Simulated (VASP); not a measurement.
SnSe2: single point with PBEsol

Crystal: SnSe2.

```xyz
3
Lattice="3.8110 0.0000 0.0000 -1.9055 3.3004 0.0000 0.0000 0.0000 6.1360" Properties=species:S:1:pos:R:3 pbc="T T T"
Sn    0.0000    0.0000    0.0000
Se    0.0000    2.2003    1.5279
Se    1.9055    1.1001    4.6081
```

```yaml
Program: VASP 6.6.1
Task: single point
Functional: PBEsol
Potentials_or_basis: VASP PAW PBE potentials, release 64 (Sn_d, Se)
Cutoff: 500 eV
k_mesh: 3 × 3 × 2
Occupations: gaussian, width 0.01 eV
Spin: no spin polarisation
Dipole_correction: no
Further_INCAR_settings: ALGO = Normal; EDIFF = 1e-06; NBANDS = 20
```

```
Pressure               : 3.9 GPa
Largest force          : 0.511 eV/Å
Band gap on the k mesh : 0.97 eV, direct
```

Forces on the atoms (eV/Å):
```
Sn   0.000  0.000  0.000
Se   0.000  0.000  0.511
Se   0.000  0.000 -0.511
```

Stress tensor (GPa, compression positive):
```
4.77 0.00 0.00
0.00 4.77 0.00
0.00 0.00 2.27
```

Levels at points of the mesh, in eV from the valence-band top:
```
           k point  band 9  band 10  band 11  band 12  band 13  band 14  band 15  band 16  band 17  band 18
(0.00, 0.00, 0.00)   -0.70    -0.70    -0.38    -0.38     0.00     0.97     2.80     4.55     4.55     7.99
(0.00, 0.00, 0.50)   -2.09    -0.79    -0.79    -0.23    -0.23     2.37     2.77     4.27     4.27     8.04
```

Wall time 20 s on 1 thread of Intel Xeon 8259CL, on a shared host, peak memory 0.19 GiB.

Caveat: the k points lie up to 0.63 Å⁻¹ apart; the PAW data sets were made with another functional, which shifts forces and pressure a little; spin-orbit coupling is left out, which moves the levels of the heavy elements; this functional lacks dispersion, which binds the layers, so the pressure and a relaxed spacing across them are unreliable. A k mesh can miss the band edges.
